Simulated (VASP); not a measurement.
Rh: single point with PBE

The system is Rh.

```
CELL_PARAMETERS angstrom
0.00000 1.86392 1.91505
1.86392 0.00000 1.91505
1.86392 1.86392 0.00000
ATOMIC_POSITIONS crystal
Rh 0.00000 0.00000 0.00000
```

```
Program                : VASP 6.6.1
Task                   : single point
Functional             : PBE
Potentials or basis    : VASP PAW PBE potentials, release 64 (Rh_pv)
Cutoff                 : 520 eV
k mesh                 : 20 × 20 × 20
Occupations            : gaussian, width 0.15 eV
Spin                   : no spin polarisation
Dipole correction      : no
Further INCAR settings : ALGO = Normal; EDIFF = 1e-07; NBANDS = 14
```

* Pressure: 16.2 GPa

Stress tensor (GPa, compression positive):
```
18.72  0.00  0.00
 0.00 18.72  0.00
 0.00  0.00 11.23
```

Levels at points of the mesh, in eV from the Fermi level:
```tsv
k point	band 5	band 6	band 7	band 8	band 9	band 10
(0.00, 0.00, 0.00)	-3.44	-3.13	-3.13	-1.23	-0.85	15.98
(0.50, 0.00, 0.00)	-3.48	-3.16	0.53	0.68	0.70	9.00
(0.50, 0.50, 0.00)	-6.23	0.60	1.03	1.03	2.92	12.19
(0.50, 0.00, 0.50)	-6.25	0.56	0.92	1.20	3.51	12.96
```

It took 53 s on 1 thread of AMD EPYC 9R45 96-Core Processor (Zen 5) (shared host), peak memory 0.18 GiB.
